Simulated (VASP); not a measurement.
# C (Cmmm) in VASP: notebook

The runs below take C through single point, with PBEsol+D3(BJ).

Everything below comes from runs of VASP 6.6.1. Logs are shortened: lines on timing, memory, paths and dates and some standing lists are left out, and cuts for length are marked.

**1. The cell of the first run**

It takes space group Cmmm (No. 65, orthorhombic). The conventional cell has a = 2.396 Å, b = 4.150 Å, c = 3.441 Å, α = 90.00°, β = 90.00°, γ = 90.00°. C (site symmetry m2m) has 3 C at 1.31 to 1.42 Å within 1.7 Å.

**2. Single point, PBEsol+D3(BJ) (atoms displaced along a vibrational mode, the cell strained)**

File INCAR:

```
ALGO = Normal ; EDIFF = 1E-6
ENCUT = 520 ; GGA = PS
ISIF = 2 ; ISMEAR = 0
IVDW = 12 ; LASPH = T
LCHARG = T ; LELF = T
LREAL = F ; LVHAR = T
LWAVE = F ; NBANDS = 11
NELM = 100 ; PREC = Accurate
SIGMA = 0.15
```

File KPOINTS:

```
k-points
0
Gamma
  21 21 12
```

File POSCAR:

```
C
1.0
    2.3962167908      0.0000000000      0.0000000000
   -1.1981083954      2.0751846138      0.0000000000
    0.0000000000      0.0000000000      3.4412451853
C
2
Direct
    0.3427300877      0.6854601753      0.0000000000
    0.6572699123      0.3145398247      0.0000000000
```

Potentials or basis: VASP PAW PBE potentials, release 64 (C).

The run is started by

```
cat potpaw_PBE.64/C/POTCAR > POTCAR
mpirun -np 1 vasp_std > vasp.out
```

OUTCAR:

```text
EDIFF = 1E-6
   ENCUT = 520
   GGA = PS
   ISIF = 2
   ISMEAR = 0
   IVDW = 12
   LASPH = T
   LREAL = F
   NELM = 100
   PREC = Accurate
 IVDW          = 12

 ion  position               nearest neighbor table
   1  0.343  0.685  0.000-   2 1.31   2 1.42   2 1.42
   2  0.657  0.315  0.000-   1 1.31   1 1.42   1 1.42

  LATTYP: Found a hexagonal cell.
 ALAT       =     2.3962167908
 C/A-ratio  =     1.4361159635

  Lattice vectors:

 A1 = (   2.3962167908,   0.0000000000,   0.0000000000)
 A2 = (  -1.1981083954,   2.0751846138,   0.0000000000)
 A3 = (   0.0000000000,   0.0000000000,   3.4412451853)

Analysis of symmetry for initial positions (statically):
=====================================================================
 Subroutine PRICEL returns:
 Original cell was already a primitive cell.

 Routine SETGRP: Setting up the symmetry group for a
 hexagonal supercell.

 Subroutine GETGRP returns: Found  8 space group operations
 (whereof  8 operations were pure point group operations)
 out of a pool of 24 trial point group operations.

The static configuration has the point symmetry D_2h.

Analysis of symmetry for dynamics (positions and initial velocities):
=====================================================================
 Subroutine PRICEL returns:
 Original cell was already a primitive cell.

 Routine SETGRP: Setting up the symmetry group for a
 hexagonal supercell.

 Subroutine GETGRP returns: Found  8 space group operations
 (whereof  8 operations were pure point group operations)
 out of a pool of 24 trial point group operations.

The dynamic configuration has the point symmetry D_2h.

 Subroutine INISYM returns: Found  8 space group operations
 (whereof  8 operations are pure point group operations),
 and found     1 'primitive' translations

----------------------------------------------------------------------------------------

                                     Primitive cell

  volume of cell :      17.1119

  direct lattice vectors                    reciprocal lattice vectors
     2.396216791  0.000000000  0.000000000     0.417324511  0.240942419  0.000000000
    -1.198108395  2.075184614  0.000000000     0.000000000  0.481884837  0.000000000
     0.000000000  0.000000000  3.441245185     0.000000000  0.000000000  0.290592488

  length of vectors
     2.396216791  2.396216791  3.441245185     0.481884837  0.481884837  0.290592488

  position of ions in fractional coordinates (direct lattice)
     0.342730088  0.685460175  0.000000000
     0.657269912  0.314539825  0.000000000

  ion indices of the primitive-cell ions
   primitive index   ion index
                 1           1
                 2           2

----------------------------------------------------------------------------------------

 KPOINTS: k-points

Automatic generation of k-mesh.
 Grid dimensions read from file:
 generate k-points for:   21   21   12

 Generating k-lattice:

  Cartesian coordinates                     Fractional coordinates (reciprocal lattice)
     0.019872596  0.011473449  0.000000000     0.047619048  0.000000000  0.000000000
     0.000000000  0.022946897  0.000000000     0.000000000  0.047619048  0.000000000
     0.000000000  0.000000000  0.024216041     0.000000000  0.000000000  0.083333333

  Length of vectors
     0.022946897  0.022946897  0.024216041

  Shift w.r.t. Gamma in fractional coordinates (k-lattice)
     0.000000000  0.000000000  0.000000000

 Subroutine IBZKPT returns following result:
 ===========================================

 Found    847 irreducible k-points:

 Following reciprocal coordinates:
            Coordinates               Weight
  0.000000  0.000000  0.000000      1.000000
  0.047619  0.000000  0.000000      4.000000
  0.000000  0.047619  0.000000      2.000000
  0.095238  0.000000  0.000000      4.000000
  0.000000  0.095238  0.000000      2.000000
  0.142857  0.000000  0.000000      4.000000
[... 16 lines left out ...]
 -0.095238  0.047619  0.000000      2.000000
  0.095238  0.047619  0.000000      4.000000
 [... further k-points ...]
   k-points           NKPTS =    847   k-points in BZ     NKDIM =    847   number of bands    NBANDS=     11
   number of dos      NEDOS =    301   number of ions     NIONS =      2
   total plane-waves  NPLWV =   9072
   dimension x,y,z NGX =    18 NGY =   18 NGZ =   28
   dimension x,y,z NGXF=    36 NGYF=   36 NGZF=   56
   ions per type =               2
   NGX,Y,Z   is equivalent  to a cutoff of  12.49, 12.49, 13.53 a.u.
   NGXF,Y,Z  is equivalent  to a cutoff of  24.98, 24.98, 27.05 a.u.
 SYSTEM =  unknown system
   PREC   = accura    normal or accurate (medium, high low for compatibility)
   ISTART =      0    job   : 0-new  1-cont  2-samecut
   ICHARG =      2    charge: 1-file 2-atom 10-const
   ISPIN  =      1    spin polarized calculation?
   LNONCOLLINEAR =      F non collinear calculations
   LSORBIT =      F    spin-orbit coupling
   LASPH  =      T    aspherical Exc in radial PAW
   ENCUT  =  520.0 eV  38.22 Ry    6.18 a.u.   4.46  4.46  6.40*2*pi/ulx,y,z
   NELM   =    100;   NELMIN=  2; NELMDL= -5     # of ELM steps
   EDIFF  = 0.1E-05   stopping-criterion for ELM
   LREAL  =      F    real-space projection
   EDIFFG = 0.1E-04   stopping-criterion for IOM
   NSW    =      0    number of steps for IOM
   IBRION =     -1    ionic relax: 0-MD 1-quasi-New 2-CG
   NFREE  =      0    steps in history (QN), initial steepest desc. (CG)
   ISIF   =      2    stress and relaxation
   ISYM   =      2    0-nonsym 1-usesym 2-fastsym
   POTIM  = 0.5000    time-step for ionic-motion
   TEBEG  =    0.0;   TEEND  =   0.0 temperature during run
   PSTRESS=    0.0 pullay stress
   NELECT =       8.0000    total number of electrons
   NUPDOWN=      -1.0000    fix difference up-down
   EMIN   =  10.00;   EMAX   =-10.00  energy-range for DOS
   EFERMI =   0.00;   METHOD = LEGACY
   ISMEAR =     0;   SIGMA  =   0.15  broadening in eV -4-tet -1-fermi 0-gaus
   EFERMI_NEDOS =   21; number of points for ismear=-14 and -15
   IALGO  =     38    algorithm
   IMIX   =      4    mixing-type and parameters
     AMIX     =   0.40;   BMIX     =  1.00
     AMIX_MAG =   1.60;   BMIX_MAG =  1.00
  volume/ion in A,a.u.               =       8.56        57.74
  Fermi-wavevector in a.u.,A,eV,Ry     =   1.270590  2.401066 21.965222  1.614398
  Thomas-Fermi vector in A             =   2.403569
   LORBIT       =      0    0 simple, 1 ext, 2 COOP (PROOUT), +10 PAW based schemes
   GGA     = PS    functional components
   LHFCALC =     F    Hartree Fock is set to
   AEXX    =    0.0000 exact exchange contribution
   IVDW    =    12    specifies the selected vdW correction
   LEPSILON=     F    determine dielectric tensor
   LRPA    =     F    only Hartree local field effects (RPA)
 non-spin polarized calculation
 Gauss-broadening in eV      SIGMA  =   0.15
  energy-cutoff  :      520.00
  volume of cell :       17.11
 maximum number of plane-waves:       482
 NGX is ok and might be reduce to    18
   NGX =  9   NGY =  9   NGZ = 13

 number of electron       8.0000000 magnetization

 Free energy of the ion-electron system (eV)
  ---------------------------------------------------
  ext. energy  EPLUGINS =         0.00000000
  ---------------------------------------------------
  free energy    TOTEN  =       -18.95195633 eV

  energy without entropy =      -18.95116721  energy(sigma->0) =      -18.95156177

 E-fermi :   4.8467     XC(G=0): -10.5152

 val. band max:        4.8349523242   @ k =  -0.2381  -0.3810   0.0833
 cond. band min:       4.8601641128   @ k =  -0.2857  -0.3810   0.0833
 fundamental gap:      0.0252117886
 Fermi energy:         4.8466724477

 k-point     1 :       0.0000    0.0000    0.0000
  band No.  band energies     occupation
      1     -15.3812      2.00000
      2      -2.4448      2.00000
      3       0.7663      2.00000
      4       3.2467      2.00000
      5       8.4351      0.00000
      6      12.1621      0.00000
      7      15.2978      0.00000
      8      17.6794      0.00000
      9      19.4259      0.00000
     10      27.8558      0.00000
     11      29.8634      0.00000

 k-point     2 :       0.0476    0.0000    0.0000
  band No.  band energies     occupation
      1     -15.3242      2.00000
      2      -2.3790      2.00000
      3       0.6362      2.00000
      4       3.0052      2.00000
      5       8.5025      0.00000
      6      12.2613      0.00000
      7      15.5280      0.00000
      8      17.4883      0.00000
      9      19.4817      0.00000
     10      28.0360      0.00000
     11      29.7253      0.00000

 k-point     3 :       0.0000    0.0476    0.0000
  band No.  band energies     occupation
      1     -15.3252      2.00000
      2      -2.3761      2.00000
      3       0.5815      2.00000
      4       3.0629      2.00000
      5       8.5055      0.00000
      6      12.4730      0.00000
      7      15.2411      0.00000
      8      17.4531      0.00000
      9      19.5234      0.00000
     10      28.0687      0.00000
     11      29.8433      0.00000

 k-point     4 :       0.0952    0.0000    0.0000
  band No.  band energies     occupation
      1     -15.1535      2.00000
      2      -2.1824      2.00000
      3       0.2582      2.00000
      4       2.3558      2.00000
      5       8.7070      0.00000
      6      12.5014      0.00000
      7      16.1783      0.00000
      8      16.9371      0.00000
      9      19.6693      0.00000
     10      28.5141      0.00000
     11      29.2728      0.00000
[... 239 lines left out ...]
 k-point    22 :       0.0476    0.0476    0.0000
  band No.  band energies     occupation
      1     -15.2125      2.00000
      2      -2.2421      2.00000
      3       0.2802      2.00000
      4       2.6683      2.00000
      5       8.6444      0.00000
      6      12.8249      0.00000
      7      15.4261      0.00000
      8      17.0516      0.00000
      9      19.6862      0.00000
     10      28.4313      0.00000
     11      29.6427      0.00000

 k-point    23 :      -0.0952    0.0476    0.0000
  band No.  band energies     occupation
      1     -15.2093      2.00000
      2      -2.2506      2.00000
      3       0.4338      2.00000
      4       2.5086      2.00000
      5       8.6344      0.00000
      6      12.2680      0.00000
      7      16.2072      0.00000
      8      17.1512      0.00000
      9      19.5569      0.00000
     10      28.3371      0.00000
     11      29.2915      0.00000

 k-point    24 :       0.0952    0.0476    0.0000
  band No.  band energies     occupation
      1     -14.9863      2.00000
      2      -1.9782      2.00000
      3      -0.2352      2.00000
      4       1.9282      2.00000
      5       8.9231      0.00000
      6      13.1679      0.00000
      7      16.0716      0.00000
      8      16.3297      0.00000
      9      20.0133      0.00000
     10      28.9829      0.00000
     11      29.0469      0.00000

 [... further k-points ...]

------------------------ aborting loop because EDIFF is reached ----------------------------------------

 Edisp (eV)   -0.21104

 E8    (eV) :    -0.1026

  FORCE on cell =-STRESS in cart. coord.  units (eV):
  Direction    XX          YY          ZZ          XY          YZ          ZX
  --------------------------------------------------------------------------------------
  -------------------------------------------------------------------------------------
  Total       2.93427     6.27517     0.04997     0.00000     0.00000     0.00000
  in kB     274.73387   587.54062     4.67896     0.00000     0.00000     0.00000
  external pressure =      288.98 kB  Pullay stress =        0.00 kB

 VOLUME and BASIS-vectors are now :
 -----------------------------------------------------------------------------
  energy-cutoff  :      520.00
  volume of cell :       17.11
      direct lattice vectors                 reciprocal lattice vectors
     2.396216791  0.000000000  0.000000000     0.417324511  0.240942419  0.000000000
    -1.198108395  2.075184614  0.000000000     0.000000000  0.481884837  0.000000000
     0.000000000  0.000000000  3.441245185     0.000000000  0.000000000  0.290592488

 POSITION                                       TOTAL-FORCE (eV/Angst)
 -----------------------------------------------------------------------------------
      0.00000      1.42246      0.00000         0.000000     -5.707160     -0.000000
      1.19811      0.65273      0.00000        -0.000000      5.707160      0.000000
 -----------------------------------------------------------------------------------
    total drift:                               -0.000000      0.000000     -0.000000

  FREE ENERGIE OF THE ION-ELECTRON SYSTEM (eV)
  ---------------------------------------------------
  free  energy   TOTEN  =       -19.1629966040 eV

  energy  without entropy=      -19.1622074896  energy(sigma->0) =      -19.16260205
```

Wall time 2.2 min (1 thread of Intel Xeon Platinum 8259CL at 2.50GHz (Skylake/Cascade Lake), shared host); peak memory 0.24 GiB.

Results:

```
Free energy                : -19.1630 eV
Pressure                   : 28.9 GPa
Largest force              : 5.707 eV/Å
Band gap on the k mesh     : zero (bands 4 and 5 overlap by 0.28 eV)
Dispersion energy per atom : -0.106 eV
```

Forces on the atoms (eV/Å):
```
C    0.000 -5.707  0.000
C    0.000  5.707  0.000
```

Caveat: the cell differs from its parent crystal (atoms displaced along a vibrational mode, the cell strained); the stress differs along the axes, from 0 to 59 GPa; the PAW data sets were made with another functional, which shifts forces and pressure a little.

(Part 1 of 2 ends here.)

The gap in the log of VASP goes by the Fermi energy; the results here count the filled bands.